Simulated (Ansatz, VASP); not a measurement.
**One calculation of Cu, two programs**

```xyz
1
Lattice="0.0000 1.8075 1.7804 1.8075 0.0000 1.7804 1.8075 1.8075 0.0000" Properties=species:S:1:pos:R:3 pbc="T T T"
Cu    0.0000    0.0000    0.0000
```

Change from the starting cell: strain +0.000 along x and y, -0.015 along z, atoms carried along.

Alike in both runs: task single point; functional r2SCAN; k mesh 22 × 22 × 22; occupations gaussian, width 0.15 eV; no spin polarisation.

```csv
,VASP,Ansatz
version,VASP 6.6.1,Ansatz 0.2.0
potentials or method,"VASP PAW PBE potentials, release 64 (Cu), cutoff 520 eV","scalar-relativistic, plane waves, PAW"
valence electrons in the cell,11,19
```

```tsv
	VASP	Ansatz	Ansatz less VASP
gap on the k mesh at the Fermi level (eV)	none	none	-
pressure (GPa)	-2.0	-2.6	-0.60
traceless stress, the component that is largest in VASP (GPa)	0.57	0.56	-0.013
```

VASP's potentials were made for PBE, not for r2SCAN. A gap of «none» marks a metal or a gap that the smearing closes. VASP's potentials hold 11 valence electrons a cell and Ansatz's 19, so a difference there can come from the potentials and not from the codes.
